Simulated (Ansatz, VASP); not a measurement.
# One calculation of TiO, two programs

```xyz
2
Lattice="2.9280 0.0000 0.0000 -1.4640 2.5357 0.0000 0.0000 0.0000 2.4585" Properties=species:S:1:pos:R:3 pbc="T T T"
Ti    1.4640    0.8452    0.0000
O     0.0000    0.0000    1.2292
```

Alike in both runs: task single point; functional PBEsol; k mesh 18 × 18 × 16; occupations gaussian, width 0.15 eV; no spin polarisation.

|  | VASP | Ansatz |
| --- | --- | --- |
| version | VASP 6.6.1 | Ansatz 0.2.0 |
| potentials or method | VASP PAW PBE potentials, release 64 (Ti_sv, O), cutoff 520 eV | scalar-relativistic, plane waves, PAW |
| valence electrons in the cell | 18 | 18 |

```tsv
	VASP	Ansatz	Ansatz less VASP
gap on the k mesh at the Fermi level (eV)	none	none	-
pressure (GPa)	18.2	17.3	-0.93
traceless stress, the component that is largest in VASP (GPa)	56.12	56.08	-0.040
```

VASP's potentials were made for PBE, not for PBEsol, and Ansatz warns of the same on its side. A gap of «none» marks a metal or a gap that the smearing closes.
